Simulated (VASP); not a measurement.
Mg, 1 atom in the cell. The structure is cubic, space group Im-3m (No. 229). Conventional cell: a = 2.877 Å, b = 2.877 Å, c = 2.877 Å, α = 90.00°, β = 90.00°, γ = 90.00°. Mg (site symmetry m-3m) has 14 Mg at 2.49 to 2.88 Å within 3.3 Å. 

- Program: VASP 6.6.1
- Task: single point
- Functional: LDA
- Potentials or basis: VASP PAW LDA potentials, release 64 (Mg)
- Cutoff: 600 eV
- k mesh: 11 × 11 × 11
- Occupations: fermi-dirac, width 0.15 eV
- Spin: no spin polarisation
- Dipole correction: no
- Further INCAR settings: ALGO = Normal; EDIFF = 1e-06; NBANDS = 7

Potentials or basis: VASP PAW LDA potentials, release 64 (Mg).

Run with:

```bash
$ cat potpaw_LDA.64/Mg/POTCAR > POTCAR
$ mpirun -np 1 vasp_std > vasp.out
```

Hardware: 1 thread of Intel Xeon 8259CL, on a shared host.

Estimate the wall time of this run.

It took 7.5 s on 1 thread of Intel Xeon 8259CL, with other jobs on the host, peak memory 0.12 GiB. Counts: scf iterations 10, k points 56.
